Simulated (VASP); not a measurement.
# GaSb (F-43m) in VASP: single point with PBEsol

Aim: the single point of GaSb with PBEsol.

All numbers are computed with VASP 6.6.1; they aren't measurements. Logs are shortened: lines on timing, memory, paths and dates and some standing lists are left out, and cuts for length are marked.

**1. The cell of the first run**

It takes space group F-43m (No. 216, cubic). Conventional cell: a = 6.112 Å, b = 6.112 Å, c = 6.112 Å, α = 90.00°, β = 90.00°, γ = 90.00°. Within 3.5 Å of Ga (site symmetry -43m) lie 4 Sb at 2.65 Å. Within 3.5 Å of Sb (site symmetry -43m) lie 4 Ga at 2.65 Å.

**2. Single point, PBEsol**

Contents of INCAR:

```
SYSTEM = GaSb
  PREC = Accurate
  ENCUT = 520
  EDIFF = 1E-6
  ISMEAR = 0
  SIGMA = 0.1
  LREAL = .False.
  LASPH = .True.
  NELM = 80
  ALGO = Normal
  ISIF = 2
  LWAVE = .False.
  LCHARG = .False.
  GGA = PS
  NBANDS = 16
```

Contents of KPOINTS:

```
Automatic mesh
0
Gamma
  12 12 12
  0 0 0
```

Contents of POSCAR:

```
GaSb
1.0
    0.0000000000      3.0559490798      3.0559490798
    3.0559490798      0.0000000000      3.0559490798
    3.0559490798      3.0559490798      0.0000000000
Ga Sb
1 1
Direct
    0.0000000000      0.0000000000      0.0000000000
    0.2500000000      0.2500000000      0.2500000000
```

Potentials or basis: VASP PAW PBE potentials, release 64 (Ga_d, Sb).

Launch:

```console
> cat potpaw_PBE.64/Ga_d/POTCAR potpaw_PBE.64/Sb/POTCAR > POTCAR
> mpirun -np 1 vasp_std > vasp.out
```

OUTCAR:

```text
SYSTEM = GaSb
   PREC = Accurate
   ENCUT = 520
   EDIFF = 1E-6
   ISMEAR = 0
   LREAL = .False.
   LASPH = .True.
   NELM = 80
   ISIF = 2
   GGA = PS

 ion  position               nearest neighbor table
   1  0.000  0.000  0.000-   2 2.65   2 2.65   2 2.65   2 2.65
   2  0.250  0.250  0.250-   1 2.65   1 2.65   1 2.65   1 2.65

  LATTYP: Found a face centered cubic cell.
 ALAT       =     6.1118981596

  Lattice vectors:

 A1 = (   0.0000000000,   3.0559490798,   3.0559490798)
 A2 = (   3.0559490798,   0.0000000000,   3.0559490798)
 A3 = (   3.0559490798,   3.0559490798,   0.0000000000)

Analysis of symmetry for initial positions (statically):
=====================================================================
 Subroutine PRICEL returns:
 Original cell was already a primitive cell.

 Routine SETGRP: Setting up the symmetry group for a
 face centered cubic supercell.

 Subroutine GETGRP returns: Found 24 space group operations
 (whereof 24 operations were pure point group operations)
 out of a pool of 48 trial point group operations.

The static configuration has the point symmetry T_d .

Analysis of symmetry for dynamics (positions and initial velocities):
=====================================================================
 Subroutine PRICEL returns:
 Original cell was already a primitive cell.

 Routine SETGRP: Setting up the symmetry group for a
 face centered cubic supercell.

 Subroutine GETGRP returns: Found 24 space group operations
 (whereof 24 operations were pure point group operations)
 out of a pool of 48 trial point group operations.

The dynamic configuration has the point symmetry T_d .

 Subroutine INISYM returns: Found 24 space group operations
 (whereof 24 operations are pure point group operations),
 and found     1 'primitive' translations

----------------------------------------------------------------------------------------

                                     Primitive cell

  volume of cell :      57.0779

  direct lattice vectors                    reciprocal lattice vectors
     0.000000000  3.055949080  3.055949080    -0.163615292  0.163615292  0.163615292
     3.055949080  0.000000000  3.055949080     0.163615292 -0.163615292  0.163615292
     3.055949080  3.055949080  0.000000000     0.163615292  0.163615292 -0.163615292

  length of vectors
     4.321764635  4.321764635  4.321764635     0.283389998  0.283389998  0.283389998

  position of ions in fractional coordinates (direct lattice)
     0.000000000  0.000000000  0.000000000
     0.250000000  0.250000000  0.250000000

  ion indices of the primitive-cell ions
   primitive index   ion index
                 1           1
                 2           2

----------------------------------------------------------------------------------------

 KPOINTS: Automatic mesh

Automatic generation of k-mesh.
 Grid dimensions read from file:
 generate k-points for:   12   12   12

 Generating k-lattice:

  Cartesian coordinates                     Fractional coordinates (reciprocal lattice)
    -0.013634608  0.013634608  0.013634608     0.083333333  0.000000000  0.000000000
     0.013634608 -0.013634608  0.013634608     0.000000000  0.083333333  0.000000000
     0.013634608  0.013634608 -0.013634608     0.000000000  0.000000000  0.083333333

  Length of vectors
     0.023615833  0.023615833  0.023615833

  Shift w.r.t. Gamma in fractional coordinates (k-lattice)
     0.000000000  0.000000000  0.000000000

 Subroutine IBZKPT returns following result:
 ===========================================

 Found     72 irreducible k-points:

 Following reciprocal coordinates:
            Coordinates               Weight
  0.000000  0.000000  0.000000      1.000000
  0.083333  0.000000  0.000000      8.000000
  0.166667  0.000000  0.000000      8.000000
  0.250000  0.000000  0.000000      8.000000
  0.333333  0.000000  0.000000      8.000000
  0.416667  0.000000  0.000000      8.000000
[... 16 lines left out ...]
  0.500000  0.166667  0.000000     24.000000
 -0.416667  0.166667  0.000000     24.000000
 [... further k-points ...]
   k-points           NKPTS =     72   k-points in BZ     NKDIM =     72   number of bands    NBANDS=     16
   number of dos      NEDOS =    301   number of ions     NIONS =      2
   total plane-waves  NPLWV =  32768
   dimension x,y,z NGX =    32 NGY =   32 NGZ =   32
   dimension x,y,z NGXF=    64 NGYF=   64 NGZF=   64
   ions per type =               1   1
   NGX,Y,Z   is equivalent  to a cutoff of  12.31, 12.31, 12.31 a.u.
   NGXF,Y,Z  is equivalent  to a cutoff of  24.62, 24.62, 24.62 a.u.
 SYSTEM =  GaSb
   PREC   = accura    normal or accurate (medium, high low for compatibility)
   ISTART =      0    job   : 0-new  1-cont  2-samecut
   ICHARG =      2    charge: 1-file 2-atom 10-const
   ISPIN  =      1    spin polarized calculation?
   LNONCOLLINEAR =      F non collinear calculations
   LSORBIT =      F    spin-orbit coupling
   LASPH  =      T    aspherical Exc in radial PAW
   ENCUT  =  520.0 eV  38.22 Ry    6.18 a.u.   8.04  8.04  8.04*2*pi/ulx,y,z
   NELM   =     80;   NELMIN=  2; NELMDL= -5     # of ELM steps
   EDIFF  = 0.1E-05   stopping-criterion for ELM
   LREAL  =      F    real-space projection
[... 7 lines left out ...]
   TEBEG  =    0.0;   TEEND  =   0.0 temperature during run
   PSTRESS=    0.0 pullay stress
   NELECT =      18.0000    total number of electrons
   NUPDOWN=      -1.0000    fix difference up-down
   EMIN   =  10.00;   EMAX   =-10.00  energy-range for DOS
   EFERMI =   0.00;   METHOD = LEGACY
   ISMEAR =     0;   SIGMA  =   0.10  broadening in eV -4-tet -1-fermi 0-gaus
   EFERMI_NEDOS =   21; number of points for ismear=-14 and -15
   IALGO  =     38    algorithm
   IMIX   =      4    mixing-type and parameters
     AMIX     =   0.40;   BMIX     =  1.00
     AMIX_MAG =   1.60;   BMIX_MAG =  1.00
  volume/ion in A,a.u.               =      28.54       192.59
  Fermi-wavevector in a.u.,A,eV,Ry     =   1.114319  2.105758 16.894449  1.241707
  Thomas-Fermi vector in A             =   2.250913
   LORBIT       =      0    0 simple, 1 ext, 2 COOP (PROOUT), +10 PAW based schemes
   GGA     = PS    functional components
   LHFCALC =     F    Hartree Fock is set to
   AEXX    =    0.0000 exact exchange contribution
   IVDW    =     0    specifies the selected vdW correction
   LEPSILON=     F    determine dielectric tensor
   LRPA    =     F    only Hartree local field effects (RPA)
 non-spin polarized calculation
 Gauss-broadening in eV      SIGMA  =   0.10
  energy-cutoff  :      520.00
  volume of cell :       57.08
 maximum number of plane-waves:      1572
   NGX = 17   NGY = 17   NGZ = 17

 number of electron      17.9999985 magnetization

 Free energy of the ion-electron system (eV)
  ---------------------------------------------------
  ext. energy  EPLUGINS =         0.00000000
  ---------------------------------------------------
  free energy    TOTEN  =        -8.15507814 eV

  energy without entropy =       -8.15495119  energy(sigma->0) =       -8.15501467

 E-fermi :   4.8188     XC(G=0):  -9.2801

 val. band max:        4.7726839424   @ k =   0.0000   0.0000   0.0000
 cond. band min:       5.1139781245   @ k =   0.5000   0.0000   0.0000
 fundamental gap:      0.3412941821
 Fermi energy:         4.8187928681

 k-point     1 :       0.0000    0.0000    0.0000
  band No.  band energies     occupation
      1     -10.2415      2.00000
      2     -10.2415      2.00000
      3     -10.2415      2.00000
      4     -10.1907      2.00000
      5     -10.1907      2.00000
      6      -6.7641      2.00000
[... 8 lines left out ...]
     15      13.3670      0.00000
     16      13.3670      0.00000

 k-point     2 :       0.0833    0.0000    0.0000
  band No.  band energies     occupation
      1     -10.2435      2.00000
      2     -10.2407      2.00000
      3     -10.2407      2.00000
      4     -10.1908      2.00000
      5     -10.1908      2.00000
      6      -6.6921      2.00000
[... 8 lines left out ...]
     15      12.8158      0.00000
     16      12.8158      0.00000

 k-point     3 :       0.1667    0.0000    0.0000
  band No.  band energies     occupation
      1     -10.2489      2.00000
      2     -10.2384      2.00000
      3     -10.2384      2.00000
      4     -10.1910      2.00000
      5     -10.1910      2.00000
      6      -6.4804      2.00000
[... 8 lines left out ...]
     15      12.3300      0.00000
     16      12.3300      0.00000

 k-point     4 :       0.2500    0.0000    0.0000
  band No.  band energies     occupation
      1     -10.2562      2.00000
      2     -10.2355      2.00000
      3     -10.2355      2.00000
      4     -10.1911      2.00000
      5     -10.1911      2.00000
      6      -6.1444      2.00000
[... 8 lines left out ...]
     15      12.3082      0.00000
     16      12.3082      0.00000

 k-point     5 :       0.3333    0.0000    0.0000
  band No.  band energies     occupation
      1     -10.2633      2.00000
      2     -10.2329      2.00000
      3     -10.2329      2.00000
      4     -10.1909      2.00000
      5     -10.1909      2.00000
      6      -5.7232      2.00000
[... 8 lines left out ...]
     15      12.8370      0.00000
     16      12.8370      0.00000

 k-point     6 :       0.4167    0.0000    0.0000
  band No.  band energies     occupation
      1     -10.2685      2.00000
      2     -10.2312      2.00000
      3     -10.2312      2.00000
      4     -10.1906      2.00000
      5     -10.1906      2.00000
      6      -5.3146      2.00000
[... 8 lines left out ...]
     15      13.7849      0.00000
     16      13.7849      0.00000
[... 267 lines left out ...]
 k-point    21 :       0.3333    0.1667    0.0000
  band No.  band energies     occupation
      1     -10.2662      2.00000
      2     -10.2306      2.00000
      3     -10.2295      2.00000
      4     -10.1949      2.00000
      5     -10.1891      2.00000
      6      -5.7670      2.00000
[... 8 lines left out ...]
     15      13.3664      0.00000
     16      13.9222      0.00000

 k-point    22 :       0.4167    0.1667    0.0000
  band No.  band energies     occupation
      1     -10.2709      2.00000
      2     -10.2291      2.00000
      3     -10.2275      2.00000
      4     -10.1946      2.00000
      5     -10.1892      2.00000
      6      -5.3435      2.00000
[... 8 lines left out ...]
     15      13.9289      0.00000
     16      14.6245      0.00000

 k-point    23 :       0.5000    0.1667    0.0000
  band No.  band energies     occupation
      1     -10.2734      2.00000
      2     -10.2283      2.00000
      3     -10.2267      2.00000
      4     -10.1936      2.00000
      5     -10.1898      2.00000
      6      -4.9908      2.00000
[... 8 lines left out ...]
     15      14.4693      0.00000
     16      14.6792      0.00000

 k-point    24 :      -0.4167    0.1667    0.0000
  band No.  band energies     occupation
      1     -10.2733      2.00000
      2     -10.2283      2.00000
      3     -10.2273      2.00000
      4     -10.1924      2.00000
      5     -10.1908      2.00000
      6      -4.9324      2.00000
[... 8 lines left out ...]
     15      13.4225      0.00000
     16      13.8140      0.00000

 [... further k-points ...]

------------------------ aborting loop because EDIFF is reached ----------------------------------------

  FORCE on cell =-STRESS in cart. coord.  units (eV):
  Direction    XX          YY          ZZ          XY          YZ          ZX
  --------------------------------------------------------------------------------------
  -------------------------------------------------------------------------------------
  Total        0.0291855      0.0291855      0.0291855      0.0000000      0.0000000      0.0000000
  in kB        0.8192367      0.8192367      0.8192367      0.0000000      0.0000000      0.0000000
  external PRESSURE =       0.8192367 kB  Pullay stress =       0.0000000 kB

 VOLUME and BASIS-vectors are now :
 -----------------------------------------------------------------------------
  energy-cutoff  :      520.00
  volume of cell :       57.08
      direct lattice vectors                 reciprocal lattice vectors
     0.000000000  3.055949080  3.055949080    -0.163615292  0.163615292  0.163615292
     3.055949080  0.000000000  3.055949080     0.163615292 -0.163615292  0.163615292
     3.055949080  3.055949080  0.000000000     0.163615292  0.163615292 -0.163615292

 POSITION                                       TOTAL-FORCE (eV/Angst)
 -----------------------------------------------------------------------------------
      0.00000      0.00000      0.00000        -0.000000     -0.000000     -0.000000
      1.52797      1.52797      1.52797         0.000000      0.000000      0.000000
 -----------------------------------------------------------------------------------
    total drift:                                0.000000      0.000000      0.000000

  FREE ENERGIE OF THE ION-ELECTRON SYSTEM (eV)
  ---------------------------------------------------
  free  energy   TOTEN  =        -8.1550781445 eV

  energy  without entropy=       -8.1549511859  energy(sigma->0) =       -8.15501467
```

Run time: 1.8 min. Hardware: 1 thread of AMD EPYC 7R13, shared host; peak memory 0.19 GiB.

Results:

| Quantity | Value |
| --- | --- |
| Free energy | -8.1551 eV |
| Pressure | 0.1 GPa |

Caveat: the PAW data sets were made with another functional, which shifts forces and pressure a little; spin-orbit coupling is left out, which moves the levels of the heavy elements.
